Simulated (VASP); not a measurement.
The system is CaSe.

```
Ca Se
1.0
     0.00000    3.27956    3.27956
     3.27956    0.00000    3.27956
     3.27956    3.27956    0.00000
Ca Se
1 1
Direct
  0.00000 0.00000 0.00000
  0.25000 0.25000 0.25000
```

Base run:

| Quantity | Value |
| --- | --- |
| Program | VASP 6.6.1 |
| Functional | r2SCAN |
| Potentials or basis | VASP PAW PBE potentials, release 64 (Ca_sv, Se) |
| Cutoff | 520 eV |
| k mesh | 4 × 4 × 4 |
| Occupations | gaussian, width 0.01 eV |
| Spin | no spin polarisation |

Its results: band gap on the k mesh 3.68 eV (least direct gap 3.78 eV); pressure 0.2 GPa.

After a change of settings the same cell gave: band gap on the k mesh 3.91 eV (least direct gap 3.99 eV); pressure 0.4 GPa. Which change was it?
A. functional from r2SCAN to PBE; cutoff from 520 eV to 500 eV; k mesh from 4 × 4 × 4 to 2 × 2 × 2
B. further incar settings from ALGO = Normal; EDIFF = 1e-06; NBANDS = 15 to ALGO = Normal; EDIFF = 1e-07; NBANDS = 15
C. occupations from gaussian, width 0.01 eV to fermi-dirac, width 0.2 eV; further incar settings from ALGO = Normal; EDIFF = 1e-06; NBANDS = 15 to ALGO = Normal; EDIFF = 1e-07; NBANDS = 15
D. functional from r2SCAN to PBE-based screened hybrid with 20 % exact exchange

D.

Caveats: the PAW data sets were made with another functional, which shifts forces and pressure a little.
